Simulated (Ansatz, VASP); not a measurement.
Two plane-wave programs on Ag

Contents of INCAR:

```
SYSTEM = Ag
ALGO = Fast
DIPOL = 0.5 0.5 0.500
EDIFF = 1E-6
ENCUT = 520
GGA = PS
IDIPOL = 3
ISIF = 2
ISMEAR = 0
LASPH = .TRUE.
LCHARG = .FALSE.
LDIPOL = .TRUE.
LREAL = .FALSE.
LWAVE = .FALSE.
NBANDS = 78
NELM = 60
PREC = Accurate
SIGMA = 0.1
```

The input KPOINTS:

```
k-points
0
G
  12 8 1
  0 0 0
```

Contents of POSCAR:

```
Ag
1.0
    2.8670626724      0.0000000000      0.0000000000
    0.0000000000      4.6907149341      0.0000000000
    0.0000000000      0.0000000000     29.0700449483
Ag
12
Direct
    0.0000000000      0.2500000000      0.2579975371
    0.0000000000      0.7500000000      0.3149392931
    0.5000000000      0.2500000000      0.3434101711
    0.5000000000      0.7500000000      0.4003519270
    0.0000000000      0.2500000000      0.4288228050
    0.0000000000      0.7500000000      0.4857645610
    0.5000000000      0.2500000000      0.5142354390
    0.5000000000      0.7500000000      0.5711771950
    0.0000000000      0.2500000000      0.5996480730
    0.0000000000      0.7500000000      0.6565898289
    0.5000000000      0.2500000000      0.6850607069
    0.5000000000      0.7500000000      0.7420024629
```

Input for Ansatz:

```yaml
crystal:
  lattice:
    - [2.8670626724, 0.0, 0.0]
    - [0.0, 4.6907149341, 0.0]
    - [0.0, 0.0, 29.0700449483]
  atoms:
    - { symbol: Ag, position: [0.0, 0.25, 0.2579975371] }
    - { symbol: Ag, position: [0.0, 0.75, 0.3149392931] }
    - { symbol: Ag, position: [0.5, 0.25, 0.3434101711] }
    - { symbol: Ag, position: [0.5, 0.75, 0.400351927] }
    - { symbol: Ag, position: [0.0, 0.25, 0.428822805] }
    - { symbol: Ag, position: [0.0, 0.75, 0.485764561] }
    - { symbol: Ag, position: [0.5, 0.25, 0.514235439] }
    - { symbol: Ag, position: [0.5, 0.75, 0.571177195] }
    - { symbol: Ag, position: [0.0, 0.25, 0.599648073] }
    - { symbol: Ag, position: [0.0, 0.75, 0.6565898289] }
    - { symbol: Ag, position: [0.5, 0.25, 0.6850607069] }
    - { symbol: Ag, position: [0.5, 0.75, 0.7420024629] }
basis:
  ecutwfc: 420
kpoints:
  mp_grid: { grid: [12, 8, 1] }
hamiltonian:
  xc: pbesol
scf:
  occupations: { method: gaussian, width: 0.1 }
output:
  forces: true
  stress: true
  eigenvalues: true
  write_density: true
  write_potential: true
  elf: true
  volumetric_format: npy
efield:
  axis: 3
  dipole_correction: true
  ramp_width: 0.04
```

Alike in both runs: task single point; functional PBEsol; k mesh 12 × 8 × 1; occupations gaussian, width 0.1 eV; no spin polarisation.

|  | VASP | Ansatz |
| --- | --- | --- |
| version | VASP 6.6.1 | Ansatz 0.2.0 |
| potentials or method | VASP PAW PBE potentials, release 64 (Ag), cutoff 520 eV | scalar-relativistic, plane waves, PAW |
| valence electrons in the cell | 132 | 228 |

|  | VASP | Ansatz | Ansatz less VASP |
| --- | --- | --- | --- |
| gap on the k mesh at the Fermi level (eV) | none | none | - |
| rms of the force components (eV/Å) | 0.130 | 0.130 | -0.0005 |

VASP's potentials were made for PBE, not for PBEsol. Atom by atom the forces differ by 0.002 eV/Å (rms over components). A gap of «none» marks a metal or a gap that the smearing closes. VASP's potentials hold 132 valence electrons a cell and Ansatz's 228, so a difference there can come from the potentials and not from the codes. Ansatz's warnings: xc potential rough in thin density.
